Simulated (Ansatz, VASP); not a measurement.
# Hf in VASP and in Ansatz

```
Hf
1.0
    -1.80500    1.75085    1.75085
     1.80500   -1.85915    1.85915
     1.80500    1.85915   -1.85915
Hf
1
Direct
  0.00000 0.00000 0.00000
```

Change from the starting cell: strain -0.0600 x Voigt [0, 0, 0, 1, 0, 0], atoms carried along.

Alike in both runs: task single point; functional PBEsol; k mesh 18 × 18 × 18; occupations gaussian, width 0.15 eV; no spin polarisation.

|  | VASP | Ansatz |
| --- | --- | --- |
| version | VASP 6.6.1 | Ansatz 0.2.0 |
| potentials or method | VASP PAW PBE potentials, release 64 (Hf_pv), cutoff 520 eV | scalar-relativistic, plane waves, PAW |
| valence electrons in the cell | 10 | 26 |

```csv
,VASP,Ansatz,Ansatz less VASP
gap on the k mesh at the Fermi level (eV),none,none,-
pressure (GPa),-9.2,-8.8,+0.31
"traceless stress, the component that is largest in VASP (GPa)",2.55,2.58,+0.023
```

VASP's potentials were made for PBE, not for PBEsol. A gap of «none» marks a metal or a gap that the smearing closes. With one functional, cell and mesh, what is left measures potentials, basis and numerics. VASP's potentials hold 10 valence electrons a cell and Ansatz's 26, so a difference there can come from the potentials and not from the codes.

Neither program's run includes spin-orbit coupling.
